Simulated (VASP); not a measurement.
Runs of VASP 6.6.1 on SiHC. The structure is that of space group P-6m2 (No. 187), or close to it. The cells are those of the table. The cell was generated, and may not be a known phase.

```csv
task,cell,k mesh,cutoff (eV),gap on the mesh (eV),pressure (GPa),relaxed volume (Å³/atom)
single point,"a = 3.260, b = 3.260, c = 2.862 Å, angles 90.0, 90.0, 120.0°, 3 atoms",6 × 6 × 6,520,none,-0.1,-
single point,"a = 3.263, b = 3.263, c = 2.864 Å, angles 90.0, 90.0, 120.0°, 3 atoms",18 × 18 × 16,520,none,-0.1,-
relaxation of cell and atoms,"relaxed from a = 4.268, b = 4.268, c = 2.802 Å, angles 90.0, 90.0, 120.0°, 3 atoms",6 × 6 × 6,600,none,-0.1,(a)
relaxation of cell and atoms,"relaxed from a = 3.260, b = 3.260, c = 2.862 Å, angles 90.0, 90.0, 120.0°, 3 atoms",18 × 18 × 16,600,none,-0.1,8.80
```

Alike in all rows: level PBE; potentials or basis VASP PAW PBE potentials, release 64 (Si, H, C); no spin polarisation; smearing gaussian 0.1 eV.

**Question.** Fill in the values left out.

**Answer.** (a) 8.78.

Caveats: some runs use coarse meshes; an odd number of electrons without spin polarisation forces a metal; a magnetic or distorted state may lie lower; the volume moved by over 15 % at a fixed basis, so the end points are rough (at least some runs).

A gap of «none» marks levels without a gap at the run's occupations.
